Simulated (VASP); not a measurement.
Input of a VASP 6.6.1 run:

INCAR

```
PREC = Accurate
ENCUT = 520
EDIFF = 1E-6
ISMEAR = 0
SIGMA = 0.1
LREAL = F
LASPH = T
NELM = 60
ALGO = Normal
ISIF = 2
LWAVE = F
LCHARG = F
GGA = PE
NBANDS = 30
```

KPOINTS

```
regular mesh
0
Gamma
  4 4 4
```

The input POSCAR:

```
Rh
1.0
    4.0245443000      0.0000000000      0.0000000000
    0.0000000000      4.0245443000      0.0000000000
    0.0000000000      0.0000000000      4.0245443000
Rh
3
Direct
    0.0000000000      0.5000000000      0.5000000000
    0.5000000000      0.0000000000      0.5000000000
    0.5000000000      0.5000000000      0.0000000000
```

Potentials or basis: VASP PAW PBE potentials, release 64 (Rh_pv).

The run is started by

```bash
$ cat potpaw_PBE.64/Rh_pv/POTCAR > POTCAR
$ mpirun -np 1 vasp_std > vasp.out
```

Q: What does it give for the pressure?

A: -24.6 GPa.

Caveat: the k points lie up to 0.39 Å⁻¹ apart.
